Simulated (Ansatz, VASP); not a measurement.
# One calculation of ZrB2, two programs

The input INCAR:

```
ALGO = Normal
EDIFF = 1E-6
ENCUT = 520
GGA = PS
ISIF = 2
ISMEAR = 0
LASPH = True
LCHARG = True
LELF = True
LREAL = False
LVHAR = True
LWAVE = False
NBANDS = 16
NELM = 80
PREC = Accurate
SIGMA = 0.15
```

File KPOINTS:

```
k-points
0
Gamma
  18 18 12
```

File POSCAR:

```
ZrB2
1.0
    3.3030010684      0.0000000000      0.0000000000
   -1.6515005342      2.8604828339      0.0000000000
    0.0000000000      0.0000000000      3.4552694176
Zr B
1 2
Direct
    0.0000000000      0.0000000000      0.0000000000
    0.3333333333      0.6666666667      0.5000000000
    0.6666666667      0.3333333333      0.5000000000
```

Input for Ansatz:

```yaml
crystal:
  lattice:
    - [3.3030010684, 0.0, 0.0]
    - [-1.6515005342, 2.8604828339, 0.0]
    - [0.0, 0.0, 3.4552694176]
  atoms:
    - { symbol: Zr, position: [0.0, 0.0, 0.0] }
    - { symbol: B, position: [0.3333333333, 0.6666666667, 0.5] }
    - { symbol: B, position: [0.6666666667, 0.3333333333, 0.5] }
basis:
  ecutwfc: 520.0
kpoints:
  mp_grid: { grid: [18, 18, 12] }
hamiltonian:
  xc: pbesol
scf:
  occupations: { method: gaussian, width: 0.15 }
output:
  forces: true
  stress: true
  eigenvalues: true
```

Alike in both runs: task single point; functional PBEsol; k mesh 18 × 18 × 12; occupations gaussian, width 0.15 eV; no spin polarisation.

|  | VASP | Ansatz |
| --- | --- | --- |
| version | VASP 6.6.1 | Ansatz 0.2.0 |
| potentials or method | VASP PAW PBE potentials, release 64 (Zr_sv, B), cutoff 520 eV | scalar-relativistic, plane waves, PAW |
| valence electrons in the cell | 18 | 18 |

```tsv
	VASP	Ansatz	Ansatz less VASP
gap on the k mesh at the Fermi level (eV)	none	none	-
pressure (GPa)	-16.9	-17.2	-0.27
traceless stress, the component that is largest in VASP (GPa)	12.85	12.85	+0.001
```

VASP's potentials were made for PBE, not for PBEsol. A gap of «none» marks a metal or a gap that the smearing closes.
